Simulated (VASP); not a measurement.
Input of a VASP 6.6.1 run:

INCAR

```
PREC = Accurate
ENCUT = 520
EDIFF = 1E-6
ISMEAR = 0
SIGMA = 0.01
LREAL = F
LASPH = T
NELM = 80
ALGO = Normal
ISIF = 2
LWAVE = F
LCHARG = F
NBANDS = 15
```

Contents of KPOINTS:

```
Automatic mesh
0
Gamma
  8 8 8
```

Contents of POSCAR:

```
CaO
1.0
    0.0000000000      2.3539498109      2.3539498109
    2.3539498109      0.0000000000      2.3539498109
    2.3539498109      2.3539498109      0.0000000000
Ca O
1 1
Direct
    0.0021240895      0.0021240895      0.0021240895
    0.5000000000      0.5000000000      0.5000000000
```

Potentials or basis: VASP PAW LDA potentials, release 64 (Ca_sv, O).

Launch:

```sh
$ cat potpaw_LDA.64/Ca_sv/POTCAR potpaw_LDA.64/O/POTCAR > POTCAR
$ mpirun -np 1 vasp_std > vasp.out
```

Question: Predict the band gap on the k mesh.

Answer: 3.42 eV, indirect (least direct gap 3.78 eV).

Question: Predict the largest force.

Answer: 0.065 eV/Å.

Question: Predict the pressure.

Answer: 1.0 GPa.

Forces on the atoms (eV/Å):
```
Ca  -0.037 -0.037 -0.037
O    0.037  0.037  0.037
```

Caveat: the cell differs from its parent crystal (atom 1 moved by [0.01, 0.01, 0.01] A). A k mesh can miss the band edges.
